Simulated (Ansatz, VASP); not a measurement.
Two plane-wave programs on GaB2

```
Ga B
1.0
    -1.75445    1.75445    2.78732
     1.75445   -1.75445    2.78732
     1.75445    1.75445   -2.78732
Ga B
1 2
Cartesian
  0.0000 0.0000 0.0000
  0.0000 0.0000 3.5700
  0.0000 0.0000 2.0047
```

Alike in both runs: functional PBE; k mesh 6 × 6 × 6; occupations gaussian, width 0.1 eV; no spin polarisation.

Ansatz relaxed the structure, and its values are those at the end. VASP's run is a single point on that final structure, the one shown.

```csv
,VASP,Ansatz
version,VASP 6.6.1,Ansatz 0.2.0
potentials or method,"VASP PAW PBE potentials, release 64 (Ga_d, B), cutoff 500 eV","scalar-relativistic, plane waves, PAW"
valence electrons in the cell,19,19
```

VASP gave:

```
gap on the k mesh at the Fermi level (eV) : none
pressure (GPa)                            : 0.0
rms of the force components (eV/Å)        : 0.001
```

**Question.** What did Ansatz give for the same quantities?

**Answer.** gap on the k mesh at the Fermi level (eV): none; pressure (GPa): 0.0; rms of the force components (eV/Å): 0.012.

A gap of «none» marks a metal or a gap that the smearing closes.

The k mesh is coarse, so the values compare programs but aren't converged.
